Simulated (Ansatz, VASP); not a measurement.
Zr: VASP beside Ansatz

The input INCAR:

```
PREC = Accurate
ENCUT = 520
EDIFF = 1E-6
ISMEAR = -1
SIGMA = 0.05
LREAL = False
LASPH = True
NELM = 80
ALGO = Normal
ISIF = 2
LWAVE = False
LCHARG = False
GGA = PE
NBANDS = 19
```

Contents of KPOINTS:

```
Automatic mesh
0
Gamma
  9 9 9
```

The input POSCAR:

```
Zr
1.0
    0.0000000000      3.0812078526      3.0812078526
    3.0812078526      0.0000000000      3.0812078526
    3.0812078526      3.0812078526      0.0000000000
Zr
2
Direct
   -0.0875000000     -0.1375000000     -0.1375000000
    0.0875000000      0.1375000000      0.1375000000
```

Input for Ansatz:

```yaml
crystal:
  lattice:
    - [0.0, 3.0812078526, 3.0812078526]
    - [3.0812078526, 0.0, 3.0812078526]
    - [3.0812078526, 3.0812078526, 0.0]
  atoms:
    - { symbol: Zr, position: [-0.0875, -0.1375, -0.1375] }
    - { symbol: Zr, position: [0.0875, 0.1375, 0.1375] }
kpoints:
  mp_grid: { grid: [9, 9, 9] }
scf:
  occupations: { method: fermi_dirac, width: 0.05 }
hamiltonian:
  xc: pbe
  pseudopotentials: { kind: paw }
output:
  forces: true
  stress: true
  eigenvalues: true
  populations: true
```

Change from the starting cell: shortest bond scaled by 1.1, PAW files.

Alike in both runs: task single point; functional PBE; k mesh 9 × 9 × 9; occupations fermi-dirac, width 0.05 eV; no spin polarisation.

```csv
,VASP,Ansatz
version,VASP 6.6.1,Ansatz 0.2.0
potentials or method,"VASP PAW PBE potentials, release 64 (Zr_sv)","PAW with Ansatz's default frozen-core files, scalar-relativistic"
plane-wave cutoff (eV),520,420
valence electrons in the cell,24,24
```

```tsv
	VASP	Ansatz	Ansatz less VASP
pressure (GPa)	2.7	2.5	-0.16
traceless stress, the component that is largest in VASP (GPa)	3.84	3.78	-0.058
rms of the force components (eV/Å)	0.190	0.199	+0.0090
```

Atom by atom the forces differ by 0.009 eV/Å (rms over components).
